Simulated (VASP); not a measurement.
Wanted: the native input for a VASP 6.6.1 run.

| Property | Result |
| --- | --- |
| Task | single point |
| Functional | PBE |
| Potentials or basis | VASP PAW PBE potentials, release 64 (Hf_pv) |
| Cutoff | 500 eV |
| k mesh | 7 × 7 × 4 |
| Occupations | fermi-dirac, width 0.05 eV |
| Spin | no spin polarisation |
| Dipole correction | no |
| Further INCAR settings | ALGO = Normal; EDIFF = 1e-06; NBANDS = 17 |

The structure of Hf lies in POSCAR:

```
Hf
1.0
    3.1950107001      0.0000000000      0.0000000000
   -1.5975053500      2.7669604316      0.0000000000
    0.0000000000      0.0000000000      5.1061126947
Hf
2
Direct
    0.3333333333      0.6666666667      0.2500000000
    0.6666666667      0.3333333333      0.7500000000
```

The input as run:

INCAR

```
SYSTEM = Hf
  ALGO = Normal
  EDIFF = 1E-6
  ENCUT = 500
  GGA = PE
  GGA_COMPAT = .FALSE.
  ISIF = 2
  ISMEAR = -1
  LASPH = .TRUE.
  LCHARG = .FALSE.
  LREAL = .FALSE.
  LWAVE = .FALSE.
  NBANDS = 17
  NELM = 120
  PREC = Accurate
  SIGMA = 0.05
```

KPOINTS

```
k-points
0
G
  7 7 4
  0 0 0
```

Potentials or basis: VASP PAW PBE potentials, release 64 (Hf_pv).

Command:

```bash
$ cat potpaw_PBE.64/Hf_pv/POTCAR > POTCAR
$ mpirun -np 1 vasp_std > vasp.out
```

Results of the run:

```yaml
Pressure: -0.4 GPa
Band_gap_on_the_k_mesh: zero (bands 10 and 11 overlap by 1.41 eV)
```

Caveat: spin-orbit coupling is left out, which moves the levels of the heavy elements.

It took 22 s on 1 thread of Intel Xeon 8259CL, on a shared host, peak memory 0.16 GiB.
